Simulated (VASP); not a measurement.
A run of VASP 6.6.1 is set up as follows.

Contents of INCAR:

```
SYSTEM = Al9H
  PREC = Accurate
  ENCUT = 520
  EDIFF = 1E-6
  ISMEAR = 0
  SIGMA = 0.1
  LREAL = .False.
  LASPH = .True.
  NELM = 100
  ALGO = Normal
  ISIF = 2
  LWAVE = .False.
  LCHARG = .False.
  LDIPOL = .True.
  IDIPOL = 3
  DIPOL = 0.5 0.5 0.309
  GGA = PE
  NBANDS = 25
```

File KPOINTS:

```
regular mesh
0
Gamma
  9 3 1
  0 0 0
```

The input POSCAR:

```
Al9H
1.0
    2.8543223330      0.0000000000      0.0000000000
   -1.4271611665      9.7033329366      0.0000000000
    0.0000000000      0.0000000000     21.7902708969
Al H
9 1
Direct
    0.5324485604      0.0648971207      0.1835681630
    0.6709687938      0.3419375876      0.2292758741
    0.2986728405      0.5973456810      0.2384174163
    0.9263768872      0.8527537744      0.2475589585
    0.0639738222      0.1277383808      0.2937147080
    0.1995905480      0.4042696935      0.3452583266
    0.8288544886      0.6597110299      0.3524478004
    0.4526361687      0.9111292155      0.3607640453
    0.5925232094      0.1814597089      0.4034034702
    0.8425232094      0.4314597089      0.4350689783
```

Potentials or basis: VASP PAW PBE potentials, release 64 (Al, H).

Run with:

```sh
$ cat potpaw_PBE.64/Al/POTCAR potpaw_PBE.64/H/POTCAR > POTCAR
$ mpirun -np 1 vasp_std > vasp.out
```

(1) What does it give for the band gap on the k mesh?

(2) Estimate the largest force.

## Answers

(1) zero (bands 14 and 15 overlap by 0.63 eV).

(2) 1.290 eV/Å.
